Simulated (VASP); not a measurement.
# PbF2 (Fm-3m) in VASP: a series of runs

Runs on PbF2. Level: LDA. Tasks: single point, relaxation of cell and atoms.

All numbers are computed with VASP 6.6.1; they aren't measurements. Logs are shortened: lines on timing, memory, paths and dates and some standing lists are left out, and cuts for length are marked.

### Step 1. The cell of the first run

It takes space group Fm-3m (No. 225, cubic). The conventional cell has a = 5.812 Å, b = 5.812 Å, c = 5.812 Å, α = 90.00°, β = 90.00°, γ = 90.00°. Pb (site symmetry m-3m) has 8 F at 2.52 Å within 3.3 Å. F (site symmetry -43m) has 4 Pb at 2.52 Å and 6 F at 2.91 Å within 3.3 Å.

### Step 2. Single point, LDA

INCAR reads:

```
ALGO = Normal
EDIFF = 1E-7
ENCUT = 520
GGA = CA
ISIF = 2
ISMEAR = 0
LASPH = T
LCHARG = F
LREAL = F
LWAVE = F
NBANDS = 21
NELM = 60
PREC = Accurate
SIGMA = 0.02
```

KPOINTS reads:

```
k-points
0
Gamma
  8 8 8
```

POSCAR reads:

```
PbF2
1.0
    0.0000000000      2.9060060642      2.9060060642
    2.9060060642      0.0000000000      2.9060060642
    2.9060060642      2.9060060642      0.0000000000
Pb F
1 2
Direct
    0.0000000000      0.0000000000      0.0000000000
    0.2500000000      0.2500000000      0.2500000000
    0.7500000000      0.7500000000      0.7500000000
```

Potentials or basis: VASP PAW LDA potentials, release 64 (Pb_d, F).

Command:

```sh
cat potpaw_LDA.64/Pb_d/POTCAR potpaw_LDA.64/F/POTCAR > POTCAR
mpirun -np 1 vasp_std > vasp.out
```

OUTCAR:

```text
EDIFF = 1E-7
   ENCUT = 520
   GGA = CA
   ISIF = 2
   ISMEAR = 0
   LASPH = T
   LREAL = F
   NELM = 60
   PREC = Accurate

 ion  position               nearest neighbor table
   1  0.000  0.000  0.000-   2 2.52   3 2.52   3 2.52   3 2.52   3 2.52   2 2.52   2 2.52   2 2.52

   2  0.250  0.250  0.250-   1 2.52   1 2.52   1 2.52   1 2.52
   3  0.750  0.750  0.750-   1 2.52   1 2.52   1 2.52   1 2.52

  LATTYP: Found a face centered cubic cell.
 ALAT       =     5.8120121284

  Lattice vectors:

 A1 = (   0.0000000000,   2.9060060642,   2.9060060642)
 A2 = (   2.9060060642,   0.0000000000,   2.9060060642)
 A3 = (   2.9060060642,   2.9060060642,   0.0000000000)

Analysis of symmetry for initial positions (statically):
=====================================================================
 Subroutine PRICEL returns:
 Original cell was already a primitive cell.

 Routine SETGRP: Setting up the symmetry group for a
 face centered cubic supercell.

 Subroutine GETGRP returns: Found 48 space group operations
 (whereof 48 operations were pure point group operations)
 out of a pool of 48 trial point group operations.

The static configuration has the point symmetry O_h .

Analysis of symmetry for dynamics (positions and initial velocities):
=====================================================================
 Subroutine PRICEL returns:
 Original cell was already a primitive cell.

 Routine SETGRP: Setting up the symmetry group for a
 face centered cubic supercell.

 Subroutine GETGRP returns: Found 48 space group operations
 (whereof 48 operations were pure point group operations)
 out of a pool of 48 trial point group operations.

The dynamic configuration has the point symmetry O_h .

 Subroutine INISYM returns: Found 48 space group operations
 (whereof 48 operations are pure point group operations),
 and found     1 'primitive' translations

----------------------------------------------------------------------------------------

                                     Primitive cell

  volume of cell :      49.0817

  direct lattice vectors                    reciprocal lattice vectors
     0.000000000  2.906006064  2.906006064    -0.172057452  0.172057452  0.172057452
     2.906006064  0.000000000  2.906006064     0.172057452 -0.172057452  0.172057452
     2.906006064  2.906006064  0.000000000     0.172057452  0.172057452 -0.172057452

  length of vectors
     4.109713188  4.109713188  4.109713188     0.298012249  0.298012249  0.298012249

  position of ions in fractional coordinates (direct lattice)
     0.000000000  0.000000000  0.000000000
     0.250000000  0.250000000  0.250000000
     0.750000000  0.750000000  0.750000000

  ion indices of the primitive-cell ions
   primitive index   ion index
                 1           1
                 2           2
                 3           3

----------------------------------------------------------------------------------------

 KPOINTS: k-points

Automatic generation of k-mesh.
 Grid dimensions read from file:
 generate k-points for:    8    8    8

 Generating k-lattice:

  Cartesian coordinates                     Fractional coordinates (reciprocal lattice)
    -0.021507182  0.021507182  0.021507182     0.125000000  0.000000000  0.000000000
     0.021507182 -0.021507182  0.021507182     0.000000000  0.125000000  0.000000000
     0.021507182  0.021507182 -0.021507182     0.000000000  0.000000000  0.125000000

  Length of vectors
     0.037251531  0.037251531  0.037251531

  Shift w.r.t. Gamma in fractional coordinates (k-lattice)
     0.000000000  0.000000000  0.000000000

 Subroutine IBZKPT returns following result:
 ===========================================

 Found     29 irreducible k-points:

 Following reciprocal coordinates:
            Coordinates               Weight
  0.000000  0.000000  0.000000      1.000000
  0.125000  0.000000  0.000000      8.000000
  0.250000  0.000000  0.000000      8.000000
  0.375000  0.000000  0.000000      8.000000
  0.500000  0.000000  0.000000      4.000000
  0.125000  0.125000  0.000000      6.000000
[... 16 lines left out ...]
  0.500000  0.250000  0.125000     48.000000
 -0.375000  0.250000  0.125000     24.000000
 [... further k-points ...]
   k-points           NKPTS =     29   k-points in BZ     NKDIM =     29   number of bands    NBANDS=     21
   number of dos      NEDOS =    301   number of ions     NIONS =      3
   total plane-waves  NPLWV =  32768
   dimension x,y,z NGX =    32 NGY =   32 NGZ =   32
   dimension x,y,z NGXF=    64 NGYF=   64 NGZF=   64
   ions per type =               1   2
   NGX,Y,Z   is equivalent  to a cutoff of  12.94, 12.94, 12.94 a.u.
   NGXF,Y,Z  is equivalent  to a cutoff of  25.89, 25.89, 25.89 a.u.
 SYSTEM =  unknown system
   PREC   = accura    normal or accurate (medium, high low for compatibility)
   ISTART =      0    job   : 0-new  1-cont  2-samecut
   ICHARG =      2    charge: 1-file 2-atom 10-const
   ISPIN  =      1    spin polarized calculation?
   LNONCOLLINEAR =      F non collinear calculations
   LSORBIT =      F    spin-orbit coupling
   LASPH  =      T    aspherical Exc in radial PAW
   ENCUT  =  520.0 eV  38.22 Ry    6.18 a.u.   7.64  7.64  7.64*2*pi/ulx,y,z
   NELM   =     60;   NELMIN=  2; NELMDL= -5     # of ELM steps
   EDIFF  = 0.1E-06   stopping-criterion for ELM
   LREAL  =      F    real-space projection
   EDIFFG = 0.1E-05   stopping-criterion for IOM
   NSW    =      0    number of steps for IOM
   IBRION =     -1    ionic relax: 0-MD 1-quasi-New 2-CG
   NFREE  =      0    steps in history (QN), initial steepest desc. (CG)
   ISIF   =      2    stress and relaxation
   ISYM   =      2    0-nonsym 1-usesym 2-fastsym
   POTIM  = 0.5000    time-step for ionic-motion
   TEBEG  =    0.0;   TEEND  =   0.0 temperature during run
   PSTRESS=    0.0 pullay stress
   NELECT =      28.0000    total number of electrons
   NUPDOWN=      -1.0000    fix difference up-down
   EMIN   =  10.00;   EMAX   =-10.00  energy-range for DOS
   EFERMI =   0.00;   METHOD = LEGACY
   ISMEAR =     0;   SIGMA  =   0.02  broadening in eV -4-tet -1-fermi 0-gaus
   EFERMI_NEDOS =   21; number of points for ismear=-14 and -15
   IALGO  =     38    algorithm
   IMIX   =      4    mixing-type and parameters
     AMIX     =   0.40;   BMIX     =  1.00
     AMIX_MAG =   1.60;   BMIX_MAG =  1.00
  volume/ion in A,a.u.               =      16.36       110.41
  Fermi-wavevector in a.u.,A,eV,Ry     =   1.357754  2.565782 25.082273  1.843495
  Thomas-Fermi vector in A             =   2.484645
   LORBIT       =      0    0 simple, 1 ext, 2 COOP (PROOUT), +10 PAW based schemes
   GGA     = CA    functional components
   LHFCALC =     F    Hartree Fock is set to
   AEXX    =    0.0000 exact exchange contribution
   IVDW    =     0    specifies the selected vdW correction
   LEPSILON=     F    determine dielectric tensor
   LRPA    =     F    only Hartree local field effects (RPA)
 non-spin polarized calculation
 Gauss-broadening in eV      SIGMA  =   0.02
  energy-cutoff  :      520.00
  volume of cell :       49.08
 maximum number of plane-waves:      1363
   NGX = 15   NGY = 15   NGZ = 15

 number of electron      27.9999985 magnetization

 Free energy of the ion-electron system (eV)
  ---------------------------------------------------
  ext. energy  EPLUGINS =         0.00000000
  ---------------------------------------------------
  free energy    TOTEN  =       -15.95436219 eV

  energy without entropy =      -15.95436219  energy(sigma->0) =      -15.95436219

 E-fermi :   2.4626     XC(G=0): -10.3617

 val. band max:        2.2717101496   @ k =  -0.2500   0.5000   0.2500
 cond. band min:       6.4736219725   @ k =   0.5000   0.5000   0.0000
 fundamental gap:      4.2019118229
 Fermi energy:         2.4626285094

 k-point     1 :       0.0000    0.0000    0.0000
  band No.  band energies     occupation
      1     -18.9542      2.00000
      2     -18.1630      2.00000
      3     -12.1694      2.00000
      4     -12.1694      2.00000
      5     -12.1694      2.00000
      6     -12.0645      2.00000
[... 13 lines left out ...]
     20      17.2103      0.00000
     21      19.8591      0.00000

 k-point     2 :       0.1250    0.0000    0.0000
  band No.  band energies     occupation
      1     -18.9154      2.00000
      2     -18.1983      2.00000
      3     -12.1606      2.00000
      4     -12.1606      2.00000
      5     -12.1246      2.00000
      6     -12.0647      2.00000
[... 13 lines left out ...]
     20      16.7781      0.00000
     21      19.1204      0.00000

 k-point     3 :       0.2500    0.0000    0.0000
  band No.  band energies     occupation
      1     -18.8146      2.00000
      2     -18.2902      2.00000
      3     -12.1445      2.00000
      4     -12.1445      2.00000
      5     -12.0599      2.00000
      6     -12.0599      2.00000
[... 13 lines left out ...]
     20      16.1919      0.00000
     21      17.8964      0.00000

 k-point     4 :       0.3750    0.0000    0.0000
  band No.  band energies     occupation
      1     -18.6861      2.00000
      2     -18.4049      2.00000
      3     -12.1377      2.00000
      4     -12.1377      2.00000
      5     -12.0454      2.00000
      6     -12.0454      2.00000
[... 13 lines left out ...]
     20      15.8626      0.00000
     21      16.9384      0.00000

 k-point     5 :       0.5000    0.0000    0.0000
  band No.  band energies     occupation
      1     -18.5927      2.00000
      2     -18.4919      2.00000
      3     -12.1373      2.00000
      4     -12.1373      2.00000
      5     -12.0369      2.00000
      6     -12.0369      2.00000
[... 13 lines left out ...]
     20      15.7715      0.00000
     21      16.5965      0.00000

 k-point     6 :       0.1250    0.1250    0.0000
  band No.  band energies     occupation
      1     -18.9032      2.00000
      2     -18.2094      2.00000
      3     -12.1523      2.00000
      4     -12.1523      2.00000
      5     -12.1189      2.00000
      6     -12.0713      2.00000
[... 13 lines left out ...]
     20      17.3427      0.00000
     21      19.2658      0.00000

 k-point     7 :       0.2500    0.1250    0.0000
  band No.  band energies     occupation
      1     -18.8253      2.00000
      2     -18.2796      2.00000
      3     -12.1342      2.00000
      4     -12.1340      2.00000
      5     -12.0747      2.00000
      6     -12.0536      2.00000
[... 13 lines left out ...]
     20      17.0455      0.00000
     21      18.7842      0.00000
[... 291 lines left out ...]
      1     -18.5514      2.00000
      2     -18.5083      2.00000
      3     -12.1018      2.00000
      4     -12.0638      2.00000
      5     -12.0479      2.00000
      6     -11.9900      2.00000
[... 13 lines left out ...]
     20      17.7429      0.00000
     21      18.7754      0.00000

 k-point    21 :       0.5000    0.5000    0.0000
  band No.  band energies     occupation
      1     -18.5910      2.00000
      2     -18.4654      2.00000
      3     -12.1175      2.00000
      4     -12.0480      2.00000
      5     -12.0480      2.00000
      6     -12.0324      2.00000
[... 13 lines left out ...]
     20      18.5847      0.00000
     21      19.3999      0.00000

 k-point    22 :       0.3750    0.2500    0.1250
  band No.  band energies     occupation
      1     -18.7425      2.00000
      2     -18.3504      2.00000
      3     -12.1150      2.00000
      4     -12.1085      2.00000
      5     -12.0771      2.00000
      6     -12.0413      2.00000
[... 13 lines left out ...]
     20      17.6231      0.00000
     21      18.4795      0.00000

 k-point    23 :       0.5000    0.2500    0.1250
  band No.  band energies     occupation
      1     -18.6396      2.00000
      2     -18.4384      2.00000
      3     -12.1018      2.00000
      4     -12.1001      2.00000
      5     -12.0591      2.00000
      6     -12.0207      2.00000
[... 13 lines left out ...]
     20      18.2186      0.00000
     21      18.6760      0.00000

 k-point    24 :      -0.3750    0.2500    0.1250
  band No.  band energies     occupation
      1     -18.5608      2.00000
      2     -18.5103      2.00000
      3     -12.1003      2.00000
      4     -12.0997      2.00000
      5     -12.0435      2.00000
      6     -12.0119      2.00000
[... 13 lines left out ...]
     20      18.4859      0.00000
     21      18.7340      0.00000

 [... further k-points ...]

------------------------ aborting loop because EDIFF is reached ----------------------------------------

  FORCE on cell =-STRESS in cart. coord.  units (eV):
  Direction    XX          YY          ZZ          XY          YZ          ZX
  --------------------------------------------------------------------------------------
  -------------------------------------------------------------------------------------
  Total        0.0057507      0.0057507      0.0057507      0.0000000      0.0000000      0.0000000
  in kB        0.1877215      0.1877215      0.1877215      0.0000000      0.0000000      0.0000000
  external PRESSURE =       0.1877215 kB  Pullay stress =       0.0000000 kB

 VOLUME and BASIS-vectors are now :
 -----------------------------------------------------------------------------
  energy-cutoff  :      520.00
  volume of cell :       49.08
      direct lattice vectors                 reciprocal lattice vectors
     0.000000000  2.906006064  2.906006064    -0.172057452  0.172057452  0.172057452
     2.906006064  0.000000000  2.906006064     0.172057452 -0.172057452  0.172057452
     2.906006064  2.906006064  0.000000000     0.172057452  0.172057452 -0.172057452

 POSITION                                       TOTAL-FORCE (eV/Angst)
 -----------------------------------------------------------------------------------
      0.00000      0.00000      0.00000        -0.000000     -0.000000      0.000000
      1.45300      1.45300      1.45300         0.000000      0.000000      0.000000
      4.35901      4.35901      4.35901        -0.000000     -0.000000     -0.000000
 -----------------------------------------------------------------------------------
    total drift:                                0.000000     -0.000000      0.000000

  FREE ENERGIE OF THE ION-ELECTRON SYSTEM (eV)
  ---------------------------------------------------
  free  energy   TOTEN  =       -15.9543621858 eV

  energy  without entropy=      -15.9543621858  energy(sigma->0) =      -15.95436219
```

Wall time 19 s (1 thread of Intel Xeon Platinum 8488C (Sapphire Rapids), shared host); peak memory 0.16 GiB.

Results:

```
Free energy            : -15.9544 eV
Pressure               : 0.0 GPa
Band gap on the k mesh : 4.20 eV, indirect (least direct gap 4.37 eV)
```

Caveat: spin-orbit coupling is left out, which moves the levels of the heavy elements. A k mesh can miss the band edges.

(Continued in part 2 of 2.)
